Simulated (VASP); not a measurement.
# MoS2 (P-3m1) in VASP: notebook

MoS2 is run at these levels: PBE+D3(BJ); tasks: single point.

Everything below comes from runs of VASP 6.6.1. Logs are shortened: lines on timing, memory, paths and dates and some standing lists are left out, and cuts for length are marked.

## 1. The cell of the first run

The typed cell holds 6 atoms: a = 3.244 Å, b = 3.244 Å, c = 13.184 Å, α = 90.00°, β = 90.00°, γ = 120.00°.

## 2. Single point, PBE+D3(BJ)

INCAR reads:

```
ALGO = Normal
EDIFF = 1E-7
ENCUT = 520
GGA = PE
ISIF = 2
ISMEAR = 0
IVDW = 12
LASPH = True
LCHARG = False
LREAL = False
LWAVE = False
NBANDS = 35
NELM = 80
PREC = Accurate
SIGMA = 0.05
```

KPOINTS reads:

```
k-points
0
Gamma
  12 12 4
```

POSCAR reads:

```
MoS2
1.0
    3.2438000000      0.0000000000      0.0000000000
   -1.6219000000      2.8092132048      0.0000000000
    0.0000000000      0.0000000000     13.1844000000
Mo S
2 4
Direct
    0.6666666667      0.3333333333      0.2501439769
    0.3333333333      0.6666666667      0.7498560231
    0.3333333333      0.6666666667      0.3795985159
    0.6666666667      0.3333333333      0.8793132861
    0.3333333333      0.6666666667      0.1206867139
    0.6666666667      0.3333333333      0.6204014841
```

Potentials or basis: VASP PAW PBE potentials, release 64 (Mo_sv, S).

On the command line:

```sh
$ cat potpaw_PBE.64/Mo_sv/POTCAR potpaw_PBE.64/S/POTCAR > POTCAR
$ mpirun -np 1 vasp_std > vasp.out
```

OUTCAR:

```text
EDIFF = 1E-7
   ENCUT = 520
   GGA = PE
   ISIF = 2
   ISMEAR = 0
   IVDW = 12
   LASPH = True
   LREAL = False
   NELM = 80
   PREC = Accurate
 IVDW          = 12

 ion  position               nearest neighbor table
   1  0.667  0.333  0.250-   3 2.53   3 2.53   3 2.53   5 2.53   5 2.53   5 2.53
   2  0.333  0.667  0.750-   6 2.53   6 2.53   6 2.53   4 2.53   4 2.53   4 2.53
   3  0.333  0.667  0.380-   1 2.53   1 2.53   1 2.53
   4  0.667  0.333  0.879-   2 2.53   2 2.53   2 2.53
   5  0.333  0.667  0.121-   1 2.53   1 2.53   1 2.53
   6  0.667  0.333  0.620-   2 2.53   2 2.53   2 2.53

  LATTYP: Found a hexagonal cell.
 ALAT       =     3.2438000000
 C/A-ratio  =     4.0644922622

  Lattice vectors:

 A1 = (   3.2438000000,   0.0000000000,   0.0000000000)
 A2 = (  -1.6219000000,   2.8092132048,   0.0000000000)
 A3 = (   0.0000000000,   0.0000000000,  13.1844000000)

Analysis of symmetry for initial positions (statically):
=====================================================================
 Subroutine PRICEL returns:
 Original cell was already a primitive cell.

 Routine SETGRP: Setting up the symmetry group for a
 hexagonal supercell.

 Subroutine GETGRP returns: Found 12 space group operations
 (whereof 12 operations were pure point group operations)
 out of a pool of 24 trial point group operations.

The static configuration has the point symmetry D_3d.

Analysis of symmetry for dynamics (positions and initial velocities):
=====================================================================
 Subroutine PRICEL returns:
 Original cell was already a primitive cell.

 Routine SETGRP: Setting up the symmetry group for a
 hexagonal supercell.

 Subroutine GETGRP returns: Found 12 space group operations
 (whereof 12 operations were pure point group operations)
 out of a pool of 24 trial point group operations.

The dynamic configuration has the point symmetry D_3d.

 Subroutine INISYM returns: Found 12 space group operations
 (whereof 12 operations are pure point group operations),
 and found     1 'primitive' translations

----------------------------------------------------------------------------------------

                                     Primitive cell

  volume of cell :     120.1432

  direct lattice vectors                    reciprocal lattice vectors
     3.243800000  0.000000000  0.000000000     0.308280412  0.177985779  0.000000000
    -1.621900000  2.809213205  0.000000000     0.000000000  0.355971558  0.000000000
     0.000000000  0.000000000 13.184400000     0.000000000  0.000000000  0.075847213

  length of vectors
     3.243800000  3.243800000 13.184400000     0.355971558  0.355971558  0.075847213

  position of ions in fractional coordinates (direct lattice)
     0.666666667  0.333333333  0.250143977
     0.333333333  0.666666667  0.749856023
     0.333333333  0.666666667  0.379598516
     0.666666667  0.333333333  0.879313286
     0.333333333  0.666666667  0.120686714
     0.666666667  0.333333333  0.620401484

  ion indices of the primitive-cell ions
   primitive index   ion index
                 1           1
                 2           2
                 3           3
                 4           4
                 5           5
                 6           6

----------------------------------------------------------------------------------------

 KPOINTS: k-points

Automatic generation of k-mesh.
 Grid dimensions read from file:
 generate k-points for:   12   12    4

 Generating k-lattice:

  Cartesian coordinates                     Fractional coordinates (reciprocal lattice)
     0.025690034  0.014832148  0.000000000     0.083333333  0.000000000  0.000000000
     0.000000000  0.029664296  0.000000000     0.000000000  0.083333333  0.000000000
     0.000000000  0.000000000  0.018961803     0.000000000  0.000000000  0.250000000

  Length of vectors
     0.029664296  0.029664296  0.018961803

  Shift w.r.t. Gamma in fractional coordinates (k-lattice)
     0.000000000  0.000000000  0.000000000

 Subroutine IBZKPT returns following result:
 ===========================================

 Found     69 irreducible k-points:

 Following reciprocal coordinates:
            Coordinates               Weight
  0.000000  0.000000  0.000000      1.000000
  0.083333  0.000000  0.000000      6.000000
  0.166667  0.000000  0.000000      6.000000
  0.250000  0.000000  0.000000      6.000000
  0.333333  0.000000  0.000000      6.000000
  0.416667  0.000000  0.000000      6.000000
[... 16 lines left out ...]
  0.166667  0.000000  0.250000      6.000000
  0.000000  0.166667  0.250000      6.000000
 [... further k-points ...]
   k-points           NKPTS =     69   k-points in BZ     NKDIM =     69   number of bands    NBANDS=     35
   number of dos      NEDOS =    301   number of ions     NIONS =      6
   total plane-waves  NPLWV =  56448
   dimension x,y,z NGX =    24 NGY =   24 NGZ =   98
   dimension x,y,z NGXF=    48 NGYF=   48 NGZF=  196
   ions per type =               2   4
   NGX,Y,Z   is equivalent  to a cutoff of  12.30, 12.30, 12.36 a.u.
   NGXF,Y,Z  is equivalent  to a cutoff of  24.60, 24.60, 24.71 a.u.
 SYSTEM =  unknown system
   PREC   = accura    normal or accurate (medium, high low for compatibility)
   ISTART =      0    job   : 0-new  1-cont  2-samecut
   ICHARG =      2    charge: 1-file 2-atom 10-const
   ISPIN  =      1    spin polarized calculation?
   LNONCOLLINEAR =      F non collinear calculations
   LSORBIT =      F    spin-orbit coupling
   LASPH  =      T    aspherical Exc in radial PAW
   ENCUT  =  520.0 eV  38.22 Ry    6.18 a.u.   6.03  6.03 24.51*2*pi/ulx,y,z
   NELM   =     80;   NELMIN=  2; NELMDL= -5     # of ELM steps
   EDIFF  = 0.1E-06   stopping-criterion for ELM
   LREAL  =      F    real-space projection
   EDIFFG = 0.1E-05   stopping-criterion for IOM
   NSW    =      0    number of steps for IOM
   IBRION =     -1    ionic relax: 0-MD 1-quasi-New 2-CG
   NFREE  =      0    steps in history (QN), initial steepest desc. (CG)
   ISIF   =      2    stress and relaxation
   ISYM   =      2    0-nonsym 1-usesym 2-fastsym
   POTIM  = 0.5000    time-step for ionic-motion
   TEBEG  =    0.0;   TEEND  =   0.0 temperature during run
   PSTRESS=    0.0 pullay stress
   NELECT =      52.0000    total number of electrons
   NUPDOWN=      -1.0000    fix difference up-down
   EMIN   =  10.00;   EMAX   =-10.00  energy-range for DOS
   EFERMI =   0.00;   METHOD = LEGACY
   ISMEAR =     0;   SIGMA  =   0.05  broadening in eV -4-tet -1-fermi 0-gaus
   EFERMI_NEDOS =   21; number of points for ismear=-14 and -15
   IALGO  =     38    algorithm
   IMIX   =      4    mixing-type and parameters
     AMIX     =   0.40;   BMIX     =  1.00
     AMIX_MAG =   1.60;   BMIX_MAG =  1.00
  volume/ion in A,a.u.               =      20.02       135.13
  Fermi-wavevector in a.u.,A,eV,Ry     =   1.238349  2.340139 20.864631  1.533507
  Thomas-Fermi vector in A             =   2.372878
   LORBIT       =      0    0 simple, 1 ext, 2 COOP (PROOUT), +10 PAW based schemes
   GGA     = PE    functional components
   LHFCALC =     F    Hartree Fock is set to
   AEXX    =    0.0000 exact exchange contribution
   IVDW    =    12    specifies the selected vdW correction
   LEPSILON=     F    determine dielectric tensor
   LRPA    =     F    only Hartree local field effects (RPA)
 non-spin polarized calculation
 Gauss-broadening in eV      SIGMA  =   0.05
  energy-cutoff  :      520.00
  volume of cell :      120.14
 maximum number of plane-waves:      3282
   NGX = 13   NGY = 13   NGZ = 49

 number of electron      52.0000007 magnetization

 Free energy of the ion-electron system (eV)
  ---------------------------------------------------
  ext. energy  EPLUGINS =         0.00000000
  ---------------------------------------------------
  free energy    TOTEN  =       -42.77249250 eV

  energy without entropy =      -42.77249250  energy(sigma->0) =      -42.77249250

 E-fermi :   5.9363     XC(G=0): -10.2931

 val. band max:        5.6509324412   @ k =   0.0000   0.0000   0.0000
 cond. band min:       6.6893399528   @ k =   0.1667   0.1667   0.0000
 fundamental gap:      1.0384075116
 Fermi energy:         5.9362945150

 k-point     1 :       0.0000    0.0000    0.0000
  band No.  band energies     occupation
      1     -55.5237      2.00000
      2     -55.5237      2.00000
      3     -29.5921      2.00000
      4     -29.5921      2.00000
      5     -29.4195      2.00000
      6     -29.4195      2.00000
[... 27 lines left out ...]
     34       8.0056      0.00000
     35      11.1486      0.00000

 k-point     2 :       0.0833    0.0000    0.0000
  band No.  band energies     occupation
      1     -55.5219      2.00000
      2     -55.5219      2.00000
      3     -29.5887      2.00000
      4     -29.5887      2.00000
      5     -29.4384      2.00000
      6     -29.4384      2.00000
[... 27 lines left out ...]
     34       8.1492      0.00000
     35      11.5603      0.00000

 k-point     3 :       0.1667    0.0000    0.0000
  band No.  band energies     occupation
      1     -55.5170      2.00000
      2     -55.5170      2.00000
      3     -29.5794      2.00000
      4     -29.5794      2.00000
      5     -29.4896      2.00000
      6     -29.4896      2.00000
[... 27 lines left out ...]
     34       8.4660      0.00000
     35      12.2822      0.00000
[... 723 lines left out ...]
 k-point    23 :       0.1667    0.0000    0.2500
  band No.  band energies     occupation
      1     -55.5170      2.00000
      2     -55.5170      2.00000
      3     -29.5794      2.00000
      4     -29.5794      2.00000
      5     -29.4896      2.00000
      6     -29.4896      2.00000
[... 27 lines left out ...]
     34       8.4526      0.00000
     35      12.3642      0.00000

 k-point    24 :       0.0000    0.1667    0.2500
  band No.  band energies     occupation
      1     -55.5170      2.00000
      2     -55.5170      2.00000
      3     -29.5794      2.00000
      4     -29.5794      2.00000
      5     -29.4896      2.00000
      6     -29.4896      2.00000
[... 27 lines left out ...]
     34       8.4526      0.00000
     35      12.3637      0.00000

 [... further k-points ...]

------------------------ aborting loop because EDIFF is reached ----------------------------------------

 Edisp (eV)   -2.26181

 E8    (eV) :    -0.9136

  FORCE on cell =-STRESS in cart. coord.  units (eV):
  Direction    XX          YY          ZZ          XY          YZ          ZX
  --------------------------------------------------------------------------------------
  -------------------------------------------------------------------------------------
  Total      -9.91373    -9.91373   -18.04266     0.00000     0.00000     0.00000
  in kB    -132.20526  -132.20526  -240.60912     0.00000     0.00000     0.00000
  external pressure =     -168.34 kB  Pullay stress =        0.00 kB

 VOLUME and BASIS-vectors are now :
 -----------------------------------------------------------------------------
  energy-cutoff  :      520.00
  volume of cell :      120.14
      direct lattice vectors                 reciprocal lattice vectors
     3.243800000  0.000000000  0.000000000     0.308280412  0.177985779  0.000000000
    -1.621900000  2.809213205  0.000000000     0.000000000  0.355971558  0.000000000
     0.000000000  0.000000000 13.184400000     0.000000000  0.000000000  0.075847213

 POSITION                                       TOTAL-FORCE (eV/Angst)
 -----------------------------------------------------------------------------------
      1.62190      0.93640      3.29800         0.000000     -0.000000     -0.000619
     -0.00000      1.87281      9.88640        -0.000000      0.000000      0.000619
     -0.00000      1.87281      5.00478        -0.000000      0.000000     -2.445256
      1.62190      0.93640     11.59322        -0.000000      0.000000     -2.444718
     -0.00000      1.87281      1.59118        -0.000000     -0.000000      2.444718
      1.62190      0.93640      8.17962         0.000000     -0.000000      2.445256
 -----------------------------------------------------------------------------------
    total drift:                                0.000000      0.000000      0.000000

  FREE ENERGIE OF THE ION-ELECTRON SYSTEM (eV)
  ---------------------------------------------------
  free  energy   TOTEN  =       -45.0343055583 eV

  energy  without entropy=      -45.0343055583  energy(sigma->0) =      -45.03430556
```

Run time: 2.6 min. Hardware: 1 thread of Intel Xeon 6975P-C (Granite Rapids), shared host; peak memory 0.37 GiB.

What came out:

| Quantity | Value |
| --- | --- |
| Free energy | -45.0343 eV |
| Pressure | -16.8 GPa |
| Largest force | 2.445 eV/Å |
| Band gap on the k mesh | 1.04 eV, indirect (least direct gap 1.61 eV) |
| Dispersion energy per atom | -0.377 eV |

Forces on the atoms (eV/Å):
```
Mo   0.000  0.000 -0.001
Mo   0.000  0.000  0.001
S    0.000  0.000 -2.445
S    0.000  0.000 -2.445
S    0.000  0.000  2.445
S    0.000  0.000  2.445
```

Levels at points of the mesh, in eV from the valence-band top:
```csv
k point,band 23,band 24,band 25,band 26,band 27,band 28,band 29,band 30
"(0.00, 0.00, 0.00)",-1.13,-1.08,-0.81,0.00,2.24,2.24,2.32,2.32
"(0.50, 0.00, 0.00)",-0.93,-0.81,-0.77,-0.76,1.95,1.98,2.17,2.42
"(0.00, 0.00, 0.50)",-1.15,-1.15,-0.21,-0.21,2.28,2.28,2.28,2.28
"(0.50, 0.00, 0.50)",-0.85,-0.85,-0.78,-0.78,1.96,1.96,2.30,2.30
```

Caveat: forces of over 1 eV/Å act on the atoms, so gaps and moduli don't describe the material at rest.

## 3. Single point, PBE+D3(BJ)

This run uses another cell than the first one, of 20.08 Å³/atom, 1.003 times its volume.

INCAR reads:

```
SYSTEM = MoS2
  ALGO = Normal
  EDIFF = 1E-7
  ENCUT = 520
  GGA = PE
  ISIF = 2
  ISMEAR = 0
  IVDW = 12
  LASPH = .TRUE.
  LCHARG = .FALSE.
  LREAL = .FALSE.
  LWAVE = .FALSE.
  NBANDS = 35
  NELM = 80
  PREC = Accurate
  SIGMA = 0.05
```

KPOINTS reads:

```
k-points
0
G
  12 12 4
  0 0 0
```

POSCAR, as its differences from that of step 2:

```diff
@@ -2,5 +2,5 @@
 1.0
-    3.2438000000      0.0000000000      0.0000000000
-   -1.6219000000      2.8092132048      0.0000000000
-    0.0000000000      0.0000000000     13.1844000000
+    3.2753000000      0.0000000000      0.0000000000
+   -1.6376500000      2.8364930050      0.0000000000
+    0.0000000000      0.0000000000     12.9667000000
 Mo S
```

Potentials or basis: VASP PAW PBE potentials, release 64 (Mo_sv, S).

On the command line:

```sh
$ cat potpaw_PBE.64/Mo_sv/POTCAR potpaw_PBE.64/S/POTCAR > POTCAR
$ mpirun -np 1 vasp_std > vasp.out
```

OUTCAR:

```text
SYSTEM = MoS2
   EDIFF = 1E-7
   ENCUT = 520
   GGA = PE
   ISIF = 2
   ISMEAR = 0
   IVDW = 12
   LASPH = .TRUE.
   LREAL = .FALSE.
   NELM = 80
   PREC = Accurate
 IVDW          = 12

 ion  position               nearest neighbor table
   1  0.667  0.333  0.250-   3 2.53   3 2.53   3 2.53   5 2.53   5 2.53   5 2.53
   2  0.333  0.667  0.750-   6 2.53   6 2.53   6 2.53   4 2.53   4 2.53   4 2.53
   3  0.333  0.667  0.380-   1 2.53   1 2.53   1 2.53
[... 1125 lines left out ...]
  --------------------------------------------------------------------------------------
  -------------------------------------------------------------------------------------
  Total     -10.98482   -10.98482   -16.09851    -0.00000     0.00000     0.00000
  in kB    -146.09694  -146.09694  -214.10857    -0.00000     0.00000     0.00000
  external pressure =     -168.77 kB  Pullay stress =        0.00 kB

 VOLUME and BASIS-vectors are now :
 -----------------------------------------------------------------------------
  energy-cutoff  :      520.00
  volume of cell :      120.47
      direct lattice vectors                 reciprocal lattice vectors
     3.275300000  0.000000000  0.000000000     0.305315544  0.176274011  0.000000000
    -1.637650000  2.836493005  0.000000000     0.000000000  0.352548023  0.000000000
     0.000000000  0.000000000 12.966700000     0.000000000  0.000000000  0.077120624

 POSITION                                       TOTAL-FORCE (eV/Angst)
 -----------------------------------------------------------------------------------
      1.63765      0.94550      3.24354        -0.000000      0.000000     -0.000702
     -0.00000      1.89100      9.72316        -0.000000     -0.000000      0.000702
     -0.00000      1.89100      4.92214         0.000000     -0.000000     -2.219456
      1.63765      0.94550     11.40179        -0.000000      0.000000     -2.218671
     -0.00000      1.89100      1.56491         0.000000      0.000000      2.218671
      1.63765      0.94550      8.04456         0.000000     -0.000000      2.219456
 -----------------------------------------------------------------------------------
    total drift:                               -0.000000      0.000000      0.000000

  FREE ENERGIE OF THE ION-ELECTRON SYSTEM (eV)
  ---------------------------------------------------
  free  energy   TOTEN  =       -45.1166585444 eV

  energy  without entropy=      -45.1166585444  energy(sigma->0) =      -45.11665854
```

stdout:

```text
POSCAR found type information on POSCAR MoS
 POSCAR found :  2 types and       6 ions
 scaLAPACK will be used
 LDA part: xc-table for (Slater+PW92), standard interpolation
 POSCAR, INCAR and KPOINTS ok, starting setup
 FFT: planning ... GRIDC
 FFT: planning ... GRID_SOFT
 FFT: planning ... GRID
 WAVECAR not read
 entering main loop
```

It took 2.3 min on 1 thread of Intel Xeon 6975P-C (Granite Rapids), shared host; peak memory 0.37 GiB.

What came out:

```yaml
Free_energy: -45.1167 eV
Pressure: -16.9 GPa
Largest_force: 2.219 eV/Å
Band_gap_on_the_k_mesh: 0.97 eV, indirect (least direct gap 1.51 eV)
Dispersion_energy_per_atom: -0.376 eV
```

Forces on the atoms (eV/Å):
```
Mo   0.000  0.000 -0.001
Mo   0.000  0.000  0.001
S    0.000  0.000 -2.219
S    0.000  0.000 -2.219
S    0.000  0.000  2.219
S    0.000  0.000  2.219
```

Caveat: forces of over 1 eV/Å act on the atoms, so gaps and moduli don't describe the material at rest.
